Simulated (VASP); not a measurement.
# HfN (Fm-3m) in VASP: a series of runs, part 2 of 2

VASP 6.6.1.

### Step 4. Relaxation of cell and atoms, PBE

INCAR

```
SYSTEM = HfN
PREC = Accurate ; ENCUT = 600
EDIFF = 1E-7 ; ISMEAR = 0
SIGMA = 0.1 ; LREAL = .False.
LASPH = .True. ; NELM = 80
ALGO = Normal ; ISIF = 3
LWAVE = .False. ; LCHARG = .False.
GGA = PE ; IBRION = 2
NSW = 90 ; EDIFFG = -0.04
```

KPOINTS

```
Automatic mesh
0
Gamma
  6 6 6
  0 0 0
```

POSCAR

```
HfN
1.0
    0.0000000000      2.2590000600      2.2590000600
    2.2590000600      0.0000000000      2.2590000600
    2.2590000600      2.2590000600      0.0000000000
Hf N
1 1
Direct
    0.0000000000      0.0000000000      0.0000000000
    0.5000000000      0.5000000000      0.5000000000
```

Potentials or basis: VASP PAW PBE potentials, release 64 (Hf_pv, N).

On the command line:

```
cat potpaw_PBE.64/Hf_pv/POTCAR potpaw_PBE.64/N/POTCAR > POTCAR
mpirun -np 1 vasp_std > vasp.out
```

OUTCAR:

```text
SYSTEM = HfN
   PREC = Accurate
   ENCUT = 600
   EDIFF = 1E-7
   ISMEAR = 0
   LREAL = .False.
   LASPH = .True.
   NELM = 80
   ISIF = 3
   GGA = PE
   IBRION = 2
   NSW = 90
   EDIFFG = -0.04

 ion  position               nearest neighbor table
   1  0.000  0.000  0.000-   2 2.26   2 2.26   2 2.26   2 2.26   2 2.26   2 2.26
   2  0.500  0.500  0.500-   1 2.26   1 2.26   1 2.26   1 2.26   1 2.26   1 2.26

  LATTYP: Found a face centered cubic cell.
 ALAT       =     4.5180001200

  Lattice vectors:

 A1 = (   0.0000000000,   2.2590000600,   2.2590000600)
 A2 = (   2.2590000600,   0.0000000000,   2.2590000600)
 A3 = (   2.2590000600,   2.2590000600,   0.0000000000)

[... 174 lines left out ...]
  -------------------------------------------------------------------------------------
  Total        0.3950589      0.3950589      0.3950589     -0.0000000     -0.0000000      0.0000000
  in kB       27.4532481     27.4532481     27.4532481     -0.0000000     -0.0000000      0.0000000
  external PRESSURE =      27.4532481 kB  Pullay stress =       0.0000000 kB
[... 59 lines left out ...]
--------------------------------------- Ionic step        3  -------------------------------------------

 number of electron      15.0000001 magnetization

 Free energy of the ion-electron system (eV)
  ---------------------------------------------------
  ext. energy  EPLUGINS =         0.00000000
  ---------------------------------------------------
  free energy    TOTEN  =       -21.79840606 eV

  energy without entropy =      -21.79674142  energy(sigma->0) =      -21.79757374

 E-fermi :   8.4444     XC(G=0): -12.6807

 val. band max:        8.3966668287   @ k =   0.1667   0.0000   0.0000
 cond. band min:       8.7633970223   @ k =   0.1667   0.0000   0.0000
 fundamental gap:      0.3667301936
 Fermi energy:         8.4443590209

 k-point     1 :       0.0000    0.0000    0.0000
  band No.  band energies     occupation
      1     -22.9093      2.00000
      2     -22.9093      2.00000
      3     -22.9093      2.00000
      4      -9.1448      2.00000
      5       5.2942      2.00000
      6       5.2942      2.00000
      7       5.2942      2.00000
      8       7.9502      2.00000
      9       7.9502      2.00000
     10       7.9502      2.00000
     11      10.0034      0.00000
[... 237 lines left out ...]
  FREE ENERGIE OF THE ION-ELECTRON SYSTEM (eV)
  ---------------------------------------------------
  free  energy   TOTEN  =       -21.7984060574 eV

  energy  without entropy=      -21.7967414161  energy(sigma->0) =      -21.79757374

 reached required accuracy - stopping structural energy minimisation
```

OSZICAR:

```text
N       E                     dE             d eps       ncg     rms          rms(c)
DAV:   1     0.424540965839E+02    0.42454E+02   -0.88756E+03   352   0.143E+03
DAV:   2    -0.219488517739E+02   -0.64403E+02   -0.59425E+02   483   0.273E+02
DAV:   3    -0.247692562983E+02   -0.28204E+01   -0.27855E+01   441   0.482E+01
[... 26 lines left out ...]
DAV:   4    -0.217984093700E+02    0.13006E-03   -0.48025E-04   439   0.226E-01    0.405E-01
DAV:   5    -0.217984062733E+02    0.30967E-05   -0.49669E-05   400   0.586E-02    0.469E-02
DAV:   6    -0.217984064011E+02   -0.12779E-06   -0.77072E-06   438   0.256E-02    0.925E-03
DAV:   7    -0.217984060783E+02    0.32272E-06   -0.32588E-07   356   0.608E-03    0.447E-03
DAV:   8    -0.217984060574E+02    0.20979E-07   -0.47406E-08   203   0.176E-03
   3 F= -.21798406E+02 E0= -.21797574E+02  d E =-.193954E-02
```

It took 8.8 s on 1 thread of Intel Xeon 6975P-C (Granite Rapids), shared host; peak memory 0.16 GiB.

What came out:

```yaml
Free_energy: -21.7984 eV
Relaxed_volume: 11.64 Å³/atom
Relaxed_cell: a = 3.205 Å, b = 3.205 Å, c = 3.205 Å, α = 60.00°, β = 60.00°, γ = 60.00°
Space_group_after_relaxing_to_0.05_Å: Fm-3m (No. 225)
Energy_gained_by_relaxing: 1.0 meV/atom
Ionic_steps: 3
Pressure_after_relaxing: 0.0 GPa
```

Step by step:
```csv
step,energy change (eV),largest force (eV/Å),pressure (GPa),volume (Å³)
1,0.0000,0.0000,2.75,23.06
2,0.0048,0.0000,-4.83,23.72
3,-0.0019,0.0000,0.00,23.29
```

Final structure:
```
Hf N
1.0
     0.00000    2.26649    2.26649
     2.26649    0.00000    2.26649
     2.26649    2.26649    0.00000
Hf N
1 1
Cartesian
  0.0000 0.0000 0.0000
  2.2665 2.2665 2.2665
```

Caveat: the k points lie up to 0.40 Å⁻¹ apart in the final cell; spin-orbit coupling is left out, which moves the levels of the heavy elements. Zero-point motion and thermal expansion aren't in these numbers.

### Step 5. Overview

| task | cell | cutoff (eV) | gap on the mesh (eV) | pressure (GPa) |
| --- | --- | --- | --- | --- |
| single point | a = 3.195 Å, angles 60.0°, 2 atoms | 520 | none | 2.8 |
| single point | a = 3.215 Å, angles 60.0°, 2 atoms | 520 | none | -2.4 |
| relaxation of cell and atoms | relaxed from a = 3.195 Å, angles 60.0°, 2 atoms | 600 | none | 0.0 |

Alike in all rows: level PBE; potentials or basis VASP PAW PBE potentials, release 64 (Hf_pv, N); no spin polarisation; k mesh 6 × 6 × 6; smearing gaussian 0.1 eV.

Caveats: all runs use coarse meshes; spin-orbit coupling is left out, which moves the levels of the heavy elements.

Absolute energies hang on the potentials; compare differences alone.
